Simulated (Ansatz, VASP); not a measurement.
**One calculation of Ge5Pt, two programs**

```
Ge Pt
1.0
     5.09214    0.00000    0.00000
     0.00000    5.09214    0.00000
     0.00000    0.00000    5.21927
Ge Pt
5 1
Cartesian
  0.0000 2.5461 0.0000
  2.5461 0.0000 0.0000
  0.0000 2.5461 2.6096
  2.5461 0.0000 2.6096
  2.5461 2.5461 2.6096
  0.0000 0.0000 2.6096
```

Alike in both runs: task single point; functional PBE; k mesh 8 × 8 × 8; occupations gaussian, width 0.1 eV; no spin polarisation.

|  | VASP | Ansatz |
| --- | --- | --- |
| version | VASP 6.6.1 | Ansatz 0.2.0 |
| potentials or method | VASP PAW PBE potentials, release 64 (Ge_d, Pt), cutoff 520 eV | scalar-relativistic, plane waves, PAW |
| valence electrons in the cell | 80 | 88 |

|  | VASP | Ansatz | Ansatz less VASP |
| --- | --- | --- | --- |
| gap on the k mesh at the Fermi level (eV) | none | none | - |
| pressure (GPa) | 0.0 | 0.0 | -0.01 |

A gap of «none» marks a metal or a gap that the smearing closes. The functional is the same, so the differences come from potentials, cutoffs and numerics. VASP's potentials hold 80 valence electrons a cell and Ansatz's 88, so a difference there can come from the potentials and not from the codes.

Neither program's run includes spin-orbit coupling.
